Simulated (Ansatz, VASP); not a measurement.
Sr in VASP and in Ansatz

File INCAR:

```
SYSTEM = Sr
  PREC = Accurate
  ENCUT = 520
  EDIFF = 1E-6
  ISMEAR = 0
  SIGMA = 0.1
  LREAL = .False.
  LASPH = .True.
  NELM = 80
  ALGO = Normal
  ISIF = 2
  LWAVE = .False.
  LCHARG = .False.
  GGA = PS
  NBANDS = 11
```

The input KPOINTS:

```
Automatic mesh
0
Gamma
  12 12 12
  0 0 0
```

The input POSCAR:

```
Sr
1.0
   -2.3826985834      2.3826985834      2.3826985834
    2.3826985834     -2.3826985834      2.3826985834
    2.3826985834      2.3826985834     -2.3826985834
Sr
1
Direct
    0.0000000000      0.0000000000      0.0000000000
```

Input for Ansatz:

```yaml
crystal:
  lattice:
    - [-2.3826985834, 2.3826985834, 2.3826985834]
    - [2.3826985834, -2.3826985834, 2.3826985834]
    - [2.3826985834, 2.3826985834, -2.3826985834]
  atoms:
    - { symbol: Sr, position: [0.0, 0.0, 0.0] }
basis:
  ecutwfc: 420
kpoints:
  mp_grid: { grid: [12, 12, 12] }
hamiltonian:
  xc: pbesol
scf:
  occupations: { method: gaussian, width: 0.1 }
output:
  forces: true
  stress: true
  eigenvalues: true
```

Alike in both runs: task single point; functional PBEsol; k mesh 12 × 12 × 12; occupations gaussian, width 0.1 eV; no spin polarisation.

|  | VASP | Ansatz |
| --- | --- | --- |
| version | VASP 6.6.1 | Ansatz 0.2.0 |
| potentials or method | VASP PAW PBE potentials, release 64 (Sr_sv), cutoff 520 eV | scalar-relativistic, plane waves, PAW |
| valence electrons in the cell | 10 | 10 |

|  | VASP | Ansatz | Ansatz less VASP |
| --- | --- | --- | --- |
| gap on the k mesh at the Fermi level (eV) | none | none | - |
| pressure (GPa) | -0.7 | -0.7 | -0.01 |

VASP's potentials were made for PBE, not for PBEsol. A gap of «none» marks a metal or a gap that the smearing closes.
